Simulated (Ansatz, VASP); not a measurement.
**SnO: VASP beside Ansatz**

File INCAR:

```
SYSTEM = SnO
PREC = Accurate
ENCUT = 520
EDIFF = 1E-6
ISMEAR = 0
SIGMA = 0.05
LREAL = .False.
LASPH = .True.
NELM = 80
ALGO = Normal
ISIF = 2
LWAVE = .False.
LCHARG = .False.
GGA = PS
NBANDS = 72
KPAR = 4
```

Contents of KPOINTS:

```
Automatic mesh
0
Gamma
  8 5 3
  0 0 0
```

The input POSCAR:

```
SnO
1.0
   -3.3156086772      0.0000000000      0.0000000000
    0.0000000000     -5.7050005398      0.0000000000
   -0.2761902028      0.4752265450     11.6824937061
Sn O
6 6
Direct
   -0.0736114953      0.8398233737      0.8836914207
   -0.0180781620      0.7842900404      0.2170247540
   -0.0458448287      0.8120567071      0.5503580874
    0.4402718380      0.2935162836      0.7170247540
    0.4958051713      0.2379829503      0.0503580874
    0.4680385047      0.2657496169      0.3836914207
   -0.0790996458      0.1937430160      0.9495755793
   -0.0235663124      0.1382096826      0.2829089126
   -0.0513329791      0.1659763493      0.6162422460
    0.4347836876      0.9505729422      0.7829089126
    0.4903170209      0.8950396089      0.1162422460
    0.4625503542      0.9228062756      0.4495755793
```

Input for Ansatz:

```yaml
crystal:
  lattice:
    - [-3.3156086772, 0.0, 0.0]
    - [0.0, -5.7050005398, 0.0]
    - [-0.2761902028, 0.475226545, 11.6824937061]
  atoms:
    - { symbol: Sn, position: [-0.0736114953, 0.8398233737, 0.8836914207] }
    - { symbol: Sn, position: [-0.018078162, 0.7842900404, 0.217024754] }
    - { symbol: Sn, position: [-0.0458448287, 0.8120567071, 0.5503580874] }
    - { symbol: Sn, position: [0.440271838, 0.2935162836, 0.717024754] }
    - { symbol: Sn, position: [0.4958051713, 0.2379829503, 0.0503580874] }
    - { symbol: Sn, position: [0.4680385047, 0.2657496169, 0.3836914207] }
    - { symbol: O, position: [-0.0790996458, 0.193743016, 0.9495755793] }
    - { symbol: O, position: [-0.0235663124, 0.1382096826, 0.2829089126] }
    - { symbol: O, position: [-0.0513329791, 0.1659763493, 0.616242246] }
    - { symbol: O, position: [0.4347836876, 0.9505729422, 0.7829089126] }
    - { symbol: O, position: [0.4903170209, 0.8950396089, 0.116242246] }
    - { symbol: O, position: [0.4625503542, 0.9228062756, 0.4495755793] }
basis:
  ecutwfc: 420
kpoints:
  mp_grid: { grid: [8, 5, 3] }
hamiltonian:
  xc: pbesol
scf:
  occupations: { method: gaussian, width: 0.05 }
output:
  forces: true
  stress: true
  eigenvalues: true
```

Alike in both runs: task single point; functional PBEsol; k mesh 8 × 5 × 3; occupations gaussian, width 0.05 eV; no spin polarisation.

|  | VASP | Ansatz |
| --- | --- | --- |
| version | VASP 6.6.1 | Ansatz 0.2.0 |
| potentials or method | VASP PAW PBE potentials, release 64 (Sn_d, O), cutoff 520 eV | scalar-relativistic, plane waves, PAW |
| valence electrons in the cell | 120 | 120 |

```csv
,VASP,Ansatz,Ansatz less VASP
gap on the k mesh at the Fermi level (eV),1.33,1.34,+0.013
least direct gap on the mesh (eV),1.40,1.42,+0.019
pressure (GPa),3.8,3.6,-0.21
"traceless stress, the component that is largest in VASP (GPa)",3.70,3.71,+0.017
rms of the force components (eV/Å),1.438,1.436,-0.0019
```

VASP's potentials were made for PBE, not for PBEsol. Atom by atom the forces differ by 0.036 eV/Å (rms over components). With one functional, cell and mesh, what is left measures potentials, basis and numerics.
